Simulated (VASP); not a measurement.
# AlNi in VASP: a series of runs

Runs on AlNi. Level: r2SCAN. Tasks: single point, relaxation of shape and atoms at fixed volume.

Program: VASP 6.6.1. These are calculated values, not measurements. Logs are shortened: lines on timing, memory, paths and dates and some standing lists are left out, and cuts for length are marked.

## (1) The cell of the first run

The typed cell holds 2 atoms: a = 2.860 Å, b = 2.860 Å, c = 2.870 Å, α = 90.00°, β = 90.00°, γ = 89.99°.

## (2) Single point, r2SCAN

File POSCAR:

```
AlNi
1.0
    2.0223875383     -2.0221672871      0.0000000000
    2.0223875383      2.0221672871      0.0000000000
    0.0000000000      0.0000000000      2.8700173037
Al Ni
1 1
Direct
    0.0000000000      0.0000000000      0.0000000000
    0.5000000000      0.5000000000      0.5000000000
```

File INCAR.step1:

```
ALGO     = Normal         # electronic algorithm
EDIFF    = 1E-4           # SCF threshold, eV
ENCUT    = 520            # plane-wave cutoff, eV
GGA      = PE             # functional
ISMEAR   = 0              # smearing method
LASPH    = T              # aspherical terms in the spheres
LCHARG   = F              # write CHGCAR
LREAL    = F              # projectors in reciprocal space
LWAVE    = T              # write WAVECAR
NBANDS   = 14             # bands
NELM     = 60             # most SCF steps
PREC     = Accurate       # precision mode
SIGMA    = 0.1            # smearing width, eV
```

File INCAR.step2:

```
ALGO     = Normal         # electronic algorithm
EDIFF    = 1E-6           # SCF threshold, eV
ENCUT    = 520            # plane-wave cutoff, eV
ISIF     = 2              # what is computed and relaxed
ISMEAR   = 0              # smearing method
ISTART   = 1            
LASPH    = T              # aspherical terms in the spheres
LCHARG   = F              # write CHGCAR
LMIXTAU  = T            
LREAL    = F              # projectors in reciprocal space
LWAVE    = F              # write WAVECAR
METAGGA  = R2SCAN         # meta-GGA
NBANDS   = 14             # bands
NELM     = 60             # most SCF steps
PREC     = Accurate       # precision mode
SIGMA    = 0.1            # smearing width, eV
```

File KPOINTS:

```
k-points
0
Gamma
  16 16 14
```

Potentials or basis: VASP PAW PBE potentials, release 64 (Al, Ni).

Launch:

```
$ cat potpaw_PBE.64/Al/POTCAR potpaw_PBE.64/Ni/POTCAR > POTCAR
$ cp INCAR.step1 INCAR
$ mpirun -np 1 vasp_std > vasp.out
$ cp INCAR.step2 INCAR
$ mpirun -np 1 vasp_std > vasp.out
```

OUTCAR:

```text
EDIFF = 1E-6
   ENCUT = 520
   ISIF = 2
   ISMEAR = 0
   ISTART = 1
   LASPH = T
   LREAL = F
   METAGGA = R2SCAN
   NELM = 60
   PREC = Accurate

 ion  position               nearest neighbor table
   1  0.000  0.000  0.000-   2 2.48   2 2.48   2 2.48   2 2.48   2 2.48   2 2.48   2 2.48   2 2.48

   2  0.500  0.500  0.500-   1 2.48   1 2.48   1 2.48   1 2.48   1 2.48   1 2.48   1 2.48   1 2.48

  LATTYP: Found a base centered orthorhombic cell.
 ALAT       =     4.0443345742
 B/A-ratio  =     1.0001089184
 C/A-ratio  =     0.7096389409

  Lattice vectors:

 A1 = (  -2.0223875383,  -2.0221672871,   0.0000000000)
 A2 = (   2.0223875383,  -2.0221672871,   0.0000000000)
 A3 = (   0.0000000000,   0.0000000000,   2.8700173037)

Analysis of symmetry for initial positions (statically):
=====================================================================
 Subroutine PRICEL returns:
 Original cell was already a primitive cell.

 Routine SETGRP: Setting up the symmetry group for a
 base centered orthorhombic supercell.

 Subroutine GETGRP returns: Found  8 space group operations
 (whereof  8 operations were pure point group operations)
 out of a pool of  8 trial point group operations.

The static configuration has the point symmetry D_2h.

Analysis of symmetry for dynamics (positions and initial velocities):
=====================================================================
 Subroutine PRICEL returns:
 Original cell was already a primitive cell.

 Routine SETGRP: Setting up the symmetry group for a
 base centered orthorhombic supercell.

 Subroutine GETGRP returns: Found  8 space group operations
 (whereof  8 operations were pure point group operations)
 out of a pool of  8 trial point group operations.

The dynamic configuration has the point symmetry D_2h.

 Subroutine INISYM returns: Found  8 space group operations
 (whereof  8 operations are pure point group operations),
 and found     1 'primitive' translations

----------------------------------------------------------------------------------------

                                     Primitive cell

  volume of cell :      23.4745

  direct lattice vectors                    reciprocal lattice vectors
     2.022387538 -2.022167287  0.000000000     0.247232536 -0.247259464  0.000000000
     2.022387538  2.022167287  0.000000000     0.247232536  0.247259464  0.000000000
     0.000000000  0.000000000  2.870017304     0.000000000  0.000000000  0.348429955

  length of vectors
     2.859932148  2.859932148  2.870017304     0.349658647  0.349658647  0.348429955

  position of ions in fractional coordinates (direct lattice)
     0.000000000  0.000000000  0.000000000
     0.500000000  0.500000000  0.500000000

  ion indices of the primitive-cell ions
   primitive index   ion index
                 1           1
                 2           2

----------------------------------------------------------------------------------------

 KPOINTS: k-points

Automatic generation of k-mesh.
 Grid dimensions read from file:
 generate k-points for:   16   16   14

 Generating k-lattice:

  Cartesian coordinates                     Fractional coordinates (reciprocal lattice)
     0.015452034 -0.015453717  0.000000000     0.062500000 -0.000000000  0.000000000
     0.015452034  0.015453717  0.000000000    -0.000000000  0.062500000  0.000000000
     0.000000000  0.000000000  0.024887854     0.000000000  0.000000000  0.071428571

  Length of vectors
     0.021853665  0.021853665  0.024887854

  Shift w.r.t. Gamma in fractional coordinates (k-lattice)
     0.000000000  0.000000000  0.000000000

 Subroutine IBZKPT returns following result:
 ===========================================

 Found    584 irreducible k-points:

 Following reciprocal coordinates:
            Coordinates               Weight
  0.000000  0.000000  0.000000      1.000000
  0.062500 -0.000000  0.000000      4.000000
  0.125000 -0.000000  0.000000      4.000000
  0.187500  0.000000  0.000000      4.000000
  0.250000 -0.000000  0.000000      4.000000
  0.312500 -0.000000  0.000000      4.000000
[... 16 lines left out ...]
 -0.125000  0.062500  0.000000      4.000000
 -0.062500  0.062500  0.000000      2.000000
 [... further k-points ...]
   k-points           NKPTS =    584   k-points in BZ     NKDIM =    584   number of bands    NBANDS=     14
   number of dos      NEDOS =    301   number of ions     NIONS =      2
   total plane-waves  NPLWV =  13824
   dimension x,y,z NGX =    24 NGY =   24 NGZ =   24
   dimension x,y,z NGXF=    48 NGYF=   48 NGZF=   48
   ions per type =               1   1
   NGX,Y,Z   is equivalent  to a cutoff of  13.95, 13.95, 13.90 a.u.
   NGXF,Y,Z  is equivalent  to a cutoff of  27.90, 27.90, 27.80 a.u.
 SYSTEM =  unknown system
   PREC   = accura    normal or accurate (medium, high low for compatibility)
   ISTART =      1    job   : 0-new  1-cont  2-samecut
   ICHARG =      0    charge: 1-file 2-atom 10-const
[... 73 lines left out ...]
     10      18.5740      0.00000
     11      18.6064      0.00000
     12      25.5140      0.00000
     13      32.3575      0.00000
     14      32.3584      0.00000

 k-point     2 :       0.0625   -0.0000    0.0000
  band No.  band energies     occupation
      1      -1.6440      2.00000
      2       6.6934      2.00000
      3       6.7171      2.00000
      4       8.4591      2.00000
      5       8.4670      2.00000
      6       8.4964      2.00000
      7      15.2544      0.00000
      8      16.1193      0.00000
      9      16.2547      0.00000
     10      18.5878      0.00000
     11      19.4354      0.00000
     12      25.7691      0.00000
     13      31.4429      0.00000
     14      31.5412      0.00000

 k-point     3 :       0.1250   -0.0000    0.0000
  band No.  band energies     occupation
      1      -1.4140      2.00000
      2       6.6598      2.00000
      3       6.7714      2.00000
      4       8.3656      2.00000
      5       8.3752      2.00000
      6       8.5066      2.00000
      7      13.7554      0.00000
      8      16.4156      0.00000
      9      16.5492      0.00000
     10      18.6057      0.00000
     11      20.7205      0.00000
     12      26.5683      0.00000
     13      29.8683      0.00000
     14      29.9741      0.00000

 k-point     4 :       0.1875    0.0000    0.0000
  band No.  band energies     occupation
      1      -1.0334      2.00000
      2       6.5498      2.00000
      3       6.8543      2.00000
      4       8.2326      2.00000
      5       8.2445      2.00000
      6       8.5218      2.00000
      7      12.3011      0.00000
      8      16.8878      0.00000
      9      17.0190      0.00000
     10      18.6345      0.00000
     11      21.8204      0.00000
     12      27.9296      0.00000
     13      28.2475      0.00000
     14      28.3573      0.00000

 k-point     5 :       0.2500   -0.0000    0.0000
  band No.  band energies     occupation
      1      -0.5071      2.00000
      2       6.2722      2.00000
      3       6.9544      2.00000
      4       8.0851      2.00000
      5       8.0993      2.00000
      6       8.5398      2.00000
      7      11.0826      0.00000
      8      17.5122      0.00000
      9      17.6410      0.00000
     10      18.6724      0.00000
     11      22.7123      0.00000
[... 276 lines left out ...]
 k-point    22 :      -0.1875    0.0625    0.0000
  band No.  band energies     occupation
      1      -0.9579      2.00000
      2       6.5735      2.00000
      3       6.8548      2.00000
      4       8.2019      2.00000
      5       8.2363      2.00000
      6       8.4911      2.00000
      7      12.3618      0.00000
      8      16.0613      0.00000
      9      16.9855      0.00000
     10      19.2917      0.00000
     11      22.2017      0.00000
     12      27.3773      0.00000
     13      28.0628      0.00000
     14      28.2969      0.00000

 k-point    23 :      -0.1250    0.0625    0.0000
  band No.  band energies     occupation
      1      -1.3376      2.00000
      2       6.6773      2.00000
      3       6.7718      2.00000
      4       8.3364      2.00000
      5       8.3678      2.00000
      6       8.4758      2.00000
      7      13.8069      0.00000
      8      15.6686      0.00000
      9      16.5151      0.00000
     10      19.1911      0.00000
     11      21.0634      0.00000
     12      26.7586      0.00000
     13      28.9750      0.00000
     14      29.9066      0.00000

 k-point    24 :      -0.0625    0.0625    0.0000
  band No.  band energies     occupation
      1      -1.5672      2.00000
      2       6.7024      2.00000
      3       6.7220      2.00000
      4       8.4322      2.00000
      5       8.4544      2.00000
      6       8.4714      2.00000
      7      15.1515      0.00000
      8      15.5595      0.00000
      9      16.2201      0.00000
     10      19.0168      0.00000
     11      19.8633      0.00000
     12      26.0074      0.00000
     13      30.5672      0.00000
     14      31.3482      0.00000

 [... further k-points ...]

------------------------ aborting loop because EDIFF is reached ----------------------------------------

  FORCE on cell =-STRESS in cart. coord.  units (eV):
  Direction    XX          YY          ZZ          XY          YZ          ZX
  --------------------------------------------------------------------------------------
  -------------------------------------------------------------------------------------
  Total       -0.0335018     -0.0291941     -0.0362614     -0.0000000      0.0000000      0.0000000
  in kB       -2.2865613     -1.9925513     -2.4749077     -0.0000000      0.0000000      0.0000000
  external PRESSURE =      -2.2513401 kB  Pullay stress =       0.0000000 kB

 VOLUME and BASIS-vectors are now :
 -----------------------------------------------------------------------------
  energy-cutoff  :      520.00
  volume of cell :       23.47
      direct lattice vectors                 reciprocal lattice vectors
     2.022387538 -2.022167287  0.000000000     0.247232536 -0.247259464  0.000000000
     2.022387538  2.022167287  0.000000000     0.247232536  0.247259464  0.000000000
     0.000000000  0.000000000  2.870017304     0.000000000  0.000000000  0.348429955

 POSITION                                       TOTAL-FORCE (eV/Angst)
 -----------------------------------------------------------------------------------
      0.00000      0.00000      0.00000        -0.000000      0.000000      0.000000
      2.02239      0.00000      1.43501         0.000000      0.000000      0.000000
 -----------------------------------------------------------------------------------
    total drift:                                0.000000     -0.000000     -0.000000

  FREE ENERGIE OF THE ION-ELECTRON SYSTEM (eV)
  ---------------------------------------------------
  free  energy   TOTEN  =       -20.0706332037 eV

  energy  without entropy=      -20.0670769319  energy(sigma->0) =      -20.06885507
```

Run time: 4.9 min. Hardware: 1 thread of Intel Xeon Platinum 8375C at 2.90GHz (Ice Lake), shared host; peak memory 0.31 GiB.

Results:

```
Free energy : -20.0706 eV
Pressure    : -0.2 GPa
```

Levels at points of the mesh, in eV from the Fermi level:
```tsv
k point	band 5	band 6	band 7	band 8	band 9	band 10
(0.00, 0.00, 0.00)	-1.63	-1.62	5.90	6.03	6.03	8.45
(0.50, 0.00, 0.00)	-2.36	-1.53	-0.63	8.68	10.58	10.71
(0.50, 0.50, 0.00)	-2.21	-2.21	-1.03	1.66	2.83	13.45
(0.00, 0.00, 0.50)	-2.36	-1.53	-0.66	8.68	10.70	10.70
(0.50, 0.00, 0.50)	-2.19	-2.19	-1.04	1.62	2.80	13.54
(0.50, 0.50, 0.50)	-1.00	2.03	2.04	2.04	4.65	4.72
```

Caveat: the PAW data sets were made with another functional, which shifts forces and pressure a little. Spin polarisation is off, so any magnetic state and its effect on volume and gap are missing.

## (3) Single point, r2SCAN

File POSCAR:

```
AlNi
1.0
    2.0223875470     -2.0221672990      0.0000000000
    2.0223875470      2.0221672990      0.0000000000
    0.0000000000      0.0000000000      2.8700173234
Al Ni
1 1
Direct
    0.0000000000      0.0000000000      0.0000000000
    0.5000000000      0.5000000000      0.5000000000
```

File INCAR.step1:

```
ALGO = Normal
EDIFF = 1E-4
ENCUT = 520
GGA = PE
ISMEAR = 0
LASPH = T
LCHARG = F
LREAL = F
LWAVE = T
NBANDS = 14
NELM = 60
PREC = Accurate
SIGMA = 0.15
```

File INCAR.step2:

```
ALGO = Normal
EDIFF = 1E-7
ENCUT = 520
ISIF = 2
ISMEAR = 0
ISTART = 1
LASPH = T
LCHARG = F
LMIXTAU = T
LREAL = F
LWAVE = F
METAGGA = R2SCAN
NBANDS = 14
NELM = 60
PREC = Accurate
SIGMA = 0.15
```

File KPOINTS:

```
k-points
0
Gamma
  20 20 20
```

Potentials or basis: VASP PAW PBE potentials, release 64 (Al, Ni).

Launch:

```
$ cat potpaw_PBE.64/Al/POTCAR potpaw_PBE.64/Ni/POTCAR > POTCAR
$ cp INCAR.step1 INCAR
$ mpirun -np 1 vasp_std > vasp.out
$ cp INCAR.step2 INCAR
$ mpirun -np 1 vasp_std > vasp.out
```

Wall time 31 min (1 thread of AMD EPYC 7R43 (Zen 3), shared host); peak memory 0.46 GiB.

Results (log left out):

* Free energy: -20.0722 eV
* Pressure: -0.3 GPa

Stress tensor (GPa, compression positive):
```
-0.18  0.00  0.00
 0.00 -0.16  0.00
 0.00  0.00 -0.46
```

Levels at points of the mesh, in eV from the Fermi level:
```tsv
k point	band 4	band 5	band 6	band 7	band 8	band 9	band 10	band 11
(0.00, 0.00, 0.00)	-1.64	-1.64	-1.63	5.89	6.02	6.03	8.44	8.48
(0.50, 0.00, 0.00)	-2.40	-2.38	-1.55	-0.64	8.67	10.57	10.70	11.75
(0.50, 0.50, 0.00)	-3.13	-2.22	-2.22	-1.04	1.65	2.82	13.44	15.92
(0.00, 0.00, 0.50)	-2.37	-2.37	-1.54	-0.67	8.67	10.69	10.69	11.82
(0.50, 0.00, 0.50)	-3.15	-2.21	-2.20	-1.05	1.61	2.79	13.54	15.98
(0.50, 0.50, 0.50)	-1.02	-1.01	2.02	2.03	2.03	4.64	4.71	4.71
```

Caveat: the PAW data sets were made with another functional, which shifts forces and pressure a little. Spin polarisation is off, so any magnetic state and its effect on volume and gap are missing.

## (4) Relaxation of shape and atoms at fixed volume, r2SCAN (volume scaled by 1.10)

File POSCAR:

```
AlNi
1.0
    2.0876704505     -2.0874430929      0.0000000000
    2.0876704505      2.0874430929      0.0000000000
    0.0000000000      0.0000000000      2.9626618140
Al Ni
1 1
Direct
    0.0000000000      0.0000000000      0.0000000000
    0.5000000000      0.5000000000      0.5000000000
```

File INCAR.step1:

```
SYSTEM = AlNi
ALGO = Normal
EDIFF = 1E-4
ENCUT = 600
GGA = PE
ISMEAR = 0
LASPH = .TRUE.
LCHARG = .FALSE.
LREAL = .FALSE.
LWAVE = .TRUE.
NELM = 100
PREC = Accurate
SIGMA = 0.1
```

File INCAR.step2:

```
SYSTEM = AlNi
ALGO = Normal
EDIFF = 1E-6
EDIFFG = -0.01
ENCUT = 600
IBRION = 2
ISIF = 4
ISMEAR = 0
ISTART = 1
LASPH = .TRUE.
LCHARG = .FALSE.
LMIXTAU = .TRUE.
LREAL = .FALSE.
LWAVE = .FALSE.
METAGGA = R2SCAN
NELM = 100
NSW = 50
PREC = Accurate
SIGMA = 0.1
```

File KPOINTS:

```
k-points
0
G
  16 16 14
  0 0 0
```

Launch:

```
$ cat potpaw_PBE.64/Al/POTCAR potpaw_PBE.64/Ni/POTCAR > POTCAR
$ cp INCAR.step1 INCAR
$ mpirun -np 1 vasp_std > vasp.out
$ cp INCAR.step2 INCAR
$ mpirun -np 1 vasp_std > vasp.out
```

It took 3.9 min on 1 thread of Intel Xeon 6975P-C, shared host; peak memory 0.35 GiB.

It converged, with:

| Item | Value |
| --- | --- |
| Free energy | -19.9583 eV |
| Pressure after relaxing | -13.9 GPa |

Final structure:
```
CELL_PARAMETERS angstrom
2.08767 -2.08744 0.00000
2.08767 2.08744 0.00000
0.00000 0.00000 2.96266
ATOMIC_POSITIONS crystal
Al 0.00000 0.00000 0.00000
Ni 0.50000 0.50000 0.50000
```

Levels at points of the mesh, in eV from the Fermi level:
| k point | band 5 | band 6 | band 7 | band 8 | band 9 | band 10 |
| --- | --- | --- | --- | --- | --- | --- |
| (0.00, 0.00, 0.00) | -1.43 | -1.43 | 5.48 | 5.61 | 5.61 | 8.14 |
| (0.50, 0.00, 0.00) | -2.08 | -1.35 | -0.58 | 8.55 | 10.10 | 10.22 |
| (0.50, 0.50, 0.00) | -1.93 | -1.93 | -0.92 | 1.49 | 2.37 | 12.35 |
| (0.00, 0.00, 0.50) | -2.08 | -1.35 | -0.61 | 8.55 | 10.21 | 10.21 |
| (0.50, 0.00, 0.50) | -1.92 | -1.91 | -0.92 | 1.45 | 2.34 | 12.44 |
| (0.50, 0.50, 0.50) | -0.89 | 2.11 | 2.12 | 2.12 | 3.77 | 4.30 |

Caveat: the relaxation stopped at its first step, so nothing moved; the PAW data sets were made with another functional, which shifts forces and pressure a little.

## (5) Overview

```csv
task,cell,k mesh,cutoff (eV),smearing,gap on the mesh (eV),pressure (GPa)
single point,"a = 2.860, b = 2.860, c = 2.870 Å, 2 atoms",16 × 16 × 14,520,gaussian 0.1 eV,none,-0.2
single point,"a = 2.860, b = 2.860, c = 2.870 Å, 2 atoms",20 × 20 × 20,520,gaussian 0.15 eV,none,-0.3
relaxation of shape and atoms at fixed volume,"relaxed from a = 2.952, b = 2.952, c = 2.963 Å, 2 atoms",16 × 16 × 14,600,gaussian 0.1 eV,none,-13.9
```

Alike in all rows: level r2SCAN; potentials or basis VASP PAW PBE potentials, release 64 (Al, Ni); no spin polarisation.

Caveats: the PAW data sets were made with another functional, which shifts forces and pressure a little; the relaxation stopped at its first step, so nothing moved (some runs).

Absolute energies hang on the potentials; compare differences alone.
